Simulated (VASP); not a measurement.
# Bi (Fm-3m) in VASP: notebook, part 3 of 3

VASP 6.6.1.

## 6. Relaxation of cell and atoms, PBEsol

This run uses another cell than the first one, of 31.85 Å³/atom.

Contents of INCAR:

```
SYSTEM = Bi
  PREC = Accurate
  ENCUT = 600
  EDIFF = 1E-7
  ISMEAR = -1
  SIGMA = 0.1
  LREAL = .False.
  LASPH = .True.
  NELM = 100
  ALGO = Normal
  ISIF = 3
  LWAVE = .False.
  LCHARG = .False.
  GGA = PS
  IBRION = 2
  NSW = 80
  EDIFFG = -0.01
```

Contents of KPOINTS:

```
regular mesh
0
Gamma
  11 11 11
  0 0 0
```

Contents of POSCAR:

```
Bi
1.0
    0.0000000000      2.5158775227      2.5158775227
    2.5158775227      0.0000000000      2.5158775227
    2.5158775227      2.5158775227      0.0000000000
Bi
1
Direct
    0.0000000000      0.0000000000      0.0000000000
```

Potentials or basis: VASP PAW PBE potentials, release 64 (Bi_d).

Command:

```console
cat potpaw_PBE.64/Bi_d/POTCAR > POTCAR
mpirun -np 1 vasp_std > vasp.out
```

Wall time 77 s (1 thread of Intel Xeon 8259CL, shared host); peak memory 0.18 GiB.

The run converged. Its results:

```
Free energy                           : -4.1684 eV
Relaxed volume                        : 30.25 Å³/atom
Relaxed cell                          : a = 3.497 Å, b = 3.497 Å, c = 3.497 Å, α = 60.00°, β = 60.00°, γ = 60.00°
Space group after relaxing (to 0.1 Å) : Fm-3m (No. 225)
Energy gained by relaxing             : 14.1 meV/atom
Ionic steps                           : 3
Pressure after relaxing               : 0.0 GPa
Band gap on the k mesh                : zero (an odd number of electrons rules out a gap without spin polarisation)
```

Step by step:
```
step  energy change (eV)  largest force (eV/Å)  pressure (GPa)  volume (Å³)
   1              0.0000                0.0000           -2.69        31.85
   2             -0.0101                0.0000            1.64        29.45
   3             -0.0141                0.0000            0.00        30.25
```

Final structure:
```cif
data_structure
_symmetry_space_group_name_H-M 'P 1'
_symmetry_Int_Tables_number 1
_cell_length_a 3.4973
_cell_length_b 3.4973
_cell_length_c 3.4973
_cell_angle_alpha 60.000
_cell_angle_beta 60.000
_cell_angle_gamma 60.000
_cell_volume 30.25
loop_
_atom_site_label
_atom_site_type_symbol
_atom_site_fract_x
_atom_site_fract_y
_atom_site_fract_z
_atom_site_occupancy
Bi1 Bi 0.00000 0.00000 0.00000 1
```

Levels at points of the mesh, in eV from the Fermi level:
| k point | band 3 | band 4 | band 5 | band 6 | band 7 | band 8 | band 9 | band 10 | band 11 |
| --- | --- | --- | --- | --- | --- | --- | --- | --- | --- |
| (0.00, 0.00, 0.00) | -23.04 | -22.96 | -22.96 | -13.83 | 5.13 | 5.13 | 5.13 | 9.05 | 9.15 |

Caveat: the PAW data sets were made with another functional, which shifts forces and pressure a little; spin-orbit coupling is left out, which moves the levels of the heavy elements.

## 7. Single point, PBEsol

Contents of INCAR:

```
PREC = Accurate ; ENCUT = 520
EDIFF = 1E-6 ; ISMEAR = -1
SIGMA = 0.1 ; LREAL = False
LASPH = True ; NELM = 100
ALGO = Normal ; ISIF = 2
LWAVE = False ; LCHARG = True
GGA = PS ; LELF = True
LVHAR = True ; NBANDS = 14
```

Contents of KPOINTS:

```
regular mesh
0
Gamma
  18 18 18
```

Contents of POSCAR:

```
Bi
1.0
    0.0000000000      2.4727365818      2.4727365818
    2.4727365818      0.0000000000      2.4727365818
    2.4727365818      2.4727365818      0.0000000000
Bi
1
Direct
    0.0000000000      0.0000000000      0.0000000000
```

Potentials or basis: VASP PAW PBE potentials, release 64 (Bi_d).

Command:

```console
cat potpaw_PBE.64/Bi_d/POTCAR > POTCAR
mpirun -np 1 vasp_std > vasp.out
```

OUTCAR:

```text
PREC = Accurate
   ENCUT = 520
   EDIFF = 1E-6
   ISMEAR = -1
   LREAL = False
   LASPH = True
   NELM = 100
   ISIF = 2
   GGA = PS

 ion  position               nearest neighbor table
   1  0.000  0.000  0.000-

  LATTYP: Found a face centered cubic cell.
 ALAT       =     4.9454731636

  Lattice vectors:

 A1 = (   0.0000000000,   2.4727365818,   2.4727365818)
 A2 = (   2.4727365818,   0.0000000000,   2.4727365818)
 A3 = (   2.4727365818,   2.4727365818,   0.0000000000)

Analysis of symmetry for initial positions (statically):
=====================================================================
 Subroutine PRICEL returns:
 Original cell was already a primitive cell.

 Routine SETGRP: Setting up the symmetry group for a
 face centered cubic supercell.

 Subroutine GETGRP returns: Found 48 space group operations
 (whereof 48 operations were pure point group operations)
 out of a pool of 48 trial point group operations.

The static configuration has the point symmetry O_h .

Analysis of symmetry for dynamics (positions and initial velocities):
=====================================================================
 Subroutine PRICEL returns:
 Original cell was already a primitive cell.

 Routine SETGRP: Setting up the symmetry group for a
 face centered cubic supercell.

 Subroutine GETGRP returns: Found 48 space group operations
 (whereof 48 operations were pure point group operations)
 out of a pool of 48 trial point group operations.

The dynamic configuration has the point symmetry O_h .

 Subroutine INISYM returns: Found 48 space group operations
 (whereof 48 operations are pure point group operations),
 and found     1 'primitive' translations

----------------------------------------------------------------------------------------

                                     Primitive cell

  volume of cell :      30.2387

  direct lattice vectors                    reciprocal lattice vectors
[... 111 lines left out ...]
   LHFCALC =     F    Hartree Fock is set to
   AEXX    =    0.0000 exact exchange contribution
   IVDW    =     0    specifies the selected vdW correction
   LEPSILON=     F    determine dielectric tensor
   LRPA    =     F    only Hartree local field effects (RPA)
 non-spin polarized calculation
  energy-cutoff  :      520.00
  volume of cell :       30.24
 maximum number of plane-waves:       869
 NGX is ok and might be reduce to    28
   NGX = 13   NGY = 13   NGZ = 13

 number of electron      15.0000002 magnetization

 Free energy of the ion-electron system (eV)
  ---------------------------------------------------
  ext. energy  EPLUGINS =         0.00000000
  ---------------------------------------------------
  free energy    TOTEN  =        -4.17442415 eV

  energy without entropy =       -4.15007259  energy(sigma->0) =       -4.16224837

 E-fermi :   8.2176     XC(G=0): -10.5797

 val. band max:        8.2034522553   @ k =   0.4444   0.3333   0.1111
 cond. band min:       8.2193633777   @ k =   0.5000   0.4444   0.0000
 fundamental gap:      0.0159111224
 Fermi energy:         8.2175572815

 k-point     1 :       0.0000    0.0000    0.0000
  band No.  band energies     occupation
      1     -14.8418      2.00000
      2     -14.8418      2.00000
      3     -14.8418      2.00000
      4     -14.7628      2.00000
      5     -14.7628      2.00000
      6      -5.6300      2.00000
      7      13.3271      0.00000
      8      13.3271      0.00000
      9      13.3271      0.00000
     10      17.2440      0.00000
     11      17.3478      0.00000
     12      19.1512      0.00000
     13      19.1512      0.00000
     14      19.1512      0.00000
[... 377 lines left out ...]
      1     -14.8375      2.00000
      2     -14.8179      2.00000
      3     -14.8174      2.00000
      4     -14.7529      2.00000
      5     -14.7326      2.00000
      6      -4.5715      2.00000
      7       7.3650      1.99960
      8      11.5313      0.00000
      9      12.8012      0.00000
     10      16.2312      0.00000
     11      18.1689      0.00000
     12      18.9265      0.00000
     13      20.3273      0.00000
     14      20.6262      0.00000

 [... further k-points ...]

------------------------ aborting loop because EDIFF is reached ----------------------------------------

  FORCE on cell =-STRESS in cart. coord.  units (eV):
  Direction    XX          YY          ZZ          XY          YZ          ZX
  --------------------------------------------------------------------------------------
  -------------------------------------------------------------------------------------
  Total       -0.0395727     -0.0395727     -0.0395727     -0.0000000      0.0000000      0.0000000
  in kB       -2.0967298     -2.0967298     -2.0967298     -0.0000000      0.0000000      0.0000000
  external PRESSURE =      -2.0967298 kB  Pullay stress =       0.0000000 kB

 VOLUME and BASIS-vectors are now :
 -----------------------------------------------------------------------------
  energy-cutoff  :      520.00
  volume of cell :       30.24
      direct lattice vectors                 reciprocal lattice vectors
     0.000000000  2.472736582  2.472736582    -0.202205121  0.202205121  0.202205121
     2.472736582  0.000000000  2.472736582     0.202205121 -0.202205121  0.202205121
     2.472736582  2.472736582  0.000000000     0.202205121  0.202205121 -0.202205121

 POSITION                                       TOTAL-FORCE (eV/Angst)
 -----------------------------------------------------------------------------------
      0.00000      0.00000      0.00000         0.000000      0.000000     -0.000000
 -----------------------------------------------------------------------------------
    total drift:                               -0.000000     -0.000000     -0.000000

  FREE ENERGIE OF THE ION-ELECTRON SYSTEM (eV)
  ---------------------------------------------------
  free  energy   TOTEN  =        -4.1744241537 eV

  energy  without entropy=       -4.1500725913  energy(sigma->0) =       -4.16224837
```

It took 96 s on 1 thread of Intel Xeon 8259CL, shared host; peak memory 0.21 GiB.

What came out:

```yaml
Free_energy: -4.1744 eV
Pressure: -0.2 GPa
Band_gap_on_the_k_mesh: zero (an odd number of electrons rules out a gap without spin polarisation)
```

Caveat: the PAW data sets were made with another functional, which shifts forces and pressure a little; spin-orbit coupling is left out, which moves the levels of the heavy elements.

## 8. The runs side by side

```csv
task,cell,k mesh,cutoff (eV),gap on the mesh (eV),pressure (GPa)
single point,"a = 3.497 Å, angles 60.0°, 1 atom",12 × 12 × 12,520,none,-0.3
single point,"a = 3.543 Å, angles 60.0°, 1 atom",12 × 12 × 12,520,none,-2.4
single point,"a = 3.588 Å, angles 60.0°, 1 atom",12 × 12 × 12,520,none,-4.1
single point,"a = 3.632 Å, angles 60.0°, 1 atom",12 × 12 × 12,520,none,-5.4
relaxation of cell and atoms,"relaxed from a = 3.558 Å, angles 60.0°, 1 atom",11 × 11 × 11,600,none,0.0
single point,"a = 3.497 Å, angles 60.0°, 1 atom",18 × 18 × 18,520,none,-0.2
```

Alike in all rows: level PBEsol; potentials or basis VASP PAW PBE potentials, release 64 (Bi_d); no spin polarisation; smearing fermi-dirac 0.1 eV.

Caveats: the PAW data sets were made with another functional, which shifts forces and pressure a little; spin-orbit coupling is left out, which moves the levels of the heavy elements; the cell stands under tension (at least some runs).

Total energies depend on the potentials used, so only differences within one code and one set of settings carry meaning.
